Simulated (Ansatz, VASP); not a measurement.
# Ba in VASP and in Ansatz

```xyz
1
Lattice="0.0000 3.1113 3.1113 3.1113 0.0000 3.1113 3.1113 3.1113 0.0000" Properties=species:S:1:pos:R:3 pbc="T T T"
Ba    0.0000    0.0000    0.0000
```

Alike in both runs: functional PBE; dispersion D3(BJ); k mesh 12 × 12 × 12; occupations gaussian, width 0.1 eV; no spin polarisation.

Ansatz relaxed the structure, and its values are those at the end. VASP's run is a single point on that final structure, the one shown.

|  | VASP | Ansatz |
| --- | --- | --- |
| version | VASP 6.6.1 | Ansatz 0.2.0 |
| potentials or method | VASP PAW PBE potentials, release 64 (Ba_sv), cutoff 520 eV | scalar-relativistic, plane waves, PAW |
| valence electrons in the cell | 10 | 10 |

|  | VASP | Ansatz | Ansatz less VASP |
| --- | --- | --- | --- |
| gap on the k mesh at the Fermi level (eV) | none | none | - |
| pressure (GPa) | 0.1 | 0.0 | -0.07 |

A gap of «none» marks a metal or a gap that the smearing closes.

Spin-orbit coupling is off throughout.
